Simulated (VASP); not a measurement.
A run of VASP 6.6.1 is set up as follows.

INCAR

```
PREC = Accurate ; ENCUT = 520
EDIFF = 1E-7 ; ISMEAR = 0
SIGMA = 0.02 ; LREAL = F
LASPH = T ; NELM = 100
ALGO = Normal ; ISIF = 2
LWAVE = F ; LCHARG = F
GGA = PS ; IBRION = 2
NSW = 60 ; EDIFFG = -0.002
```

File KPOINTS:

```
regular mesh
0
Gamma
  6 6 4
```

The input POSCAR:

```
CdS
1.0
    4.1662911580      0.0000000000      0.0000000000
   -2.0831455790      3.6081139824      0.0000000000
    0.0000000000      0.0000000000      6.6678588672
Cd S
2 2
Direct
    0.3333333333      0.6666666667      0.0001621464
    0.6666666667      0.3333333333      0.5001621464
    0.3333333333      0.6666666667      0.3768378536
    0.6666666667      0.3333333333      0.8768378536
```

Potentials or basis: VASP PAW PBE potentials, release 64 (Cd, S).

Run with:

```bash
$ cat potpaw_PBE.64/Cd/POTCAR potpaw_PBE.64/S/POTCAR > POTCAR
$ mpirun -np 1 vasp_std > vasp.out
```

Problem. What does it give for the energy gained by relaxing?

Solution. 0.7 meV/atom.

Problem. Predict the band gap on the k mesh.

Solution. 1.09 eV, direct.

Step by step:
| step | energy change (eV) | largest force (eV/Å) | pressure (GPa) |
| --- | --- | --- | --- |
| 1 | 0.0000 | 0.1210 | -0.43 |
| 2 | -0.0021 | 0.0616 | -0.45 |
| 3 | -0.0029 | 0.0007 | -0.46 |

Caveat: the cell differs from its parent crystal (strained cell); the PAW data sets were made with another functional, which shifts forces and pressure a little.
